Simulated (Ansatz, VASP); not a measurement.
## Sc2Al in VASP and in Ansatz

Contents of POSCAR:

```
Sc2Al
1.0
    4.4969862416      0.0000000000      0.0000000000
   -2.2484931208      3.8945043257      0.0000000000
    0.0000000000      0.0000000000      6.1633237592
Sc Al
4 2
Direct
    0.0000000000      0.0000000000      0.0000000000
    0.0000000000      0.0000000000      0.5000000000
    0.3333333333      0.6666666667      0.7500000000
    0.6666666667      0.3333333333      0.2500000000
    0.3333333333      0.6666666667      0.2500000000
    0.6666666667      0.3333333333      0.7500000000
```

Contents of INCAR.step1:

```
PREC = Accurate
ENCUT = 520
ISMEAR = 0
SIGMA = 0.15
LREAL = F
LASPH = T
NELM = 80
NBANDS = 34
GGA = PE
ALGO = Normal
EDIFF = 1E-4
LWAVE = T
LCHARG = F
```

File INCAR.step2:

```
PREC = Accurate
ENCUT = 520
EDIFF = 1E-6
ISMEAR = 0
SIGMA = 0.15
LREAL = F
LASPH = T
NELM = 80
ALGO = Normal
ISIF = 2
LWAVE = F
LCHARG = T
METAGGA = R2SCAN
LMIXTAU = T
LELF = T
LVHAR = T
NBANDS = 34
ISTART = 1
```

KPOINTS

```
regular mesh
0
Gamma
  12 12 8
```

Input for Ansatz:

```yaml
crystal:
  lattice:
    - [4.4969862416, 0.0, 0.0]
    - [-2.2484931208, 3.8945043257, 0.0]
    - [0.0, 0.0, 6.1633237592]
  atoms:
    - { symbol: Sc, position: [0.0, 0.0, 0.0] }
    - { symbol: Sc, position: [0.0, 0.0, 0.5] }
    - { symbol: Sc, position: [0.3333333333, 0.6666666667, 0.75] }
    - { symbol: Sc, position: [0.6666666667, 0.3333333333, 0.25] }
    - { symbol: Al, position: [0.3333333333, 0.6666666667, 0.25] }
    - { symbol: Al, position: [0.6666666667, 0.3333333333, 0.75] }
basis:
  ecutwfc: 500
kpoints:
  mp_grid: { grid: [12, 12, 8] }
hamiltonian:
  xc: r2scan
scf:
  occupations: { method: gaussian, width: 0.15 }
output:
  forces: true
  stress: true
  eigenvalues: true
```

Change from the starting cell: strain -0.080 along x and y, +0.000 along z, atoms carried along.

Alike in both runs: task single point; functional r2SCAN; k mesh 12 × 12 × 8; occupations gaussian, width 0.15 eV; no spin polarisation.

|  | VASP | Ansatz |
| --- | --- | --- |
| version | VASP 6.6.1 | Ansatz 0.2.0 |
| potentials or method | VASP PAW PBE potentials, release 64 (Sc_sv, Al), cutoff 520 eV | scalar-relativistic, plane waves, PAW |
| valence electrons in the cell | 50 | 50 |

|  | VASP | Ansatz | Ansatz less VASP |
| --- | --- | --- | --- |
| gap on the k mesh at the Fermi level (eV) | none | none | - |
| pressure (GPa) | 18.2 | 17.8 | -0.33 |
| traceless stress, the component that is largest in VASP (GPa) | -11.01 | -11.01 | +0.003 |

VASP's potentials were made for PBE, not for r2SCAN. A gap of «none» marks a metal or a gap that the smearing closes.
